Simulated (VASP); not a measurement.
CdS, 4 atoms in the cell. It takes space group P6_3mc (No. 186, hexagonal). Conventional cell: a = 4.189 Å, b = 4.189 Å, c = 6.838 Å, α = 90.00°, β = 90.00°, γ = 120.00°. Cd (site symmetry 3m) has 4 S at 2.54 to 2.63 Å within 3.4 Å. Within 3.4 Å of S (site symmetry 3m) lie 4 Cd at 2.54 to 2.63 Å.  This cell differs from its parent crystal: volume scaled by 1.04.

| Property | Result |
| --- | --- |
| Program | VASP 6.6.1 |
| Task | single point |
| Functional | PBE |
| Potentials or basis | VASP PAW PBE potentials, release 64 (Cd, S) |
| Cutoff | 520 eV |
| k mesh | 7 × 7 × 4 |
| Occupations | fermi-dirac, width 0.01 eV |
| Spin | no spin polarisation |
| Dipole correction | no |
| Further INCAR settings | ALGO = Normal; EDIFF = 1e-07; NBANDS = 26 |

Potentials or basis: VASP PAW PBE potentials, release 64 (Cd, S).

Launch:

```bash
$ cat potpaw_PBE.64/Cd/POTCAR potpaw_PBE.64/S/POTCAR > POTCAR
$ mpirun -np 1 vasp_std > vasp.out
```

Hardware: 1 thread of AMD EPYC 7R43 64-Core Processor (Zen 3), with other jobs on the host.

Q: Estimate the wall time of this run.

A: Run time: 55 s on 1 thread of AMD EPYC 7R43 64-Core Processor (Zen 3), with other jobs on the host, peak memory 0.2 GiB. Counts: scf iterations 16, k points 24.
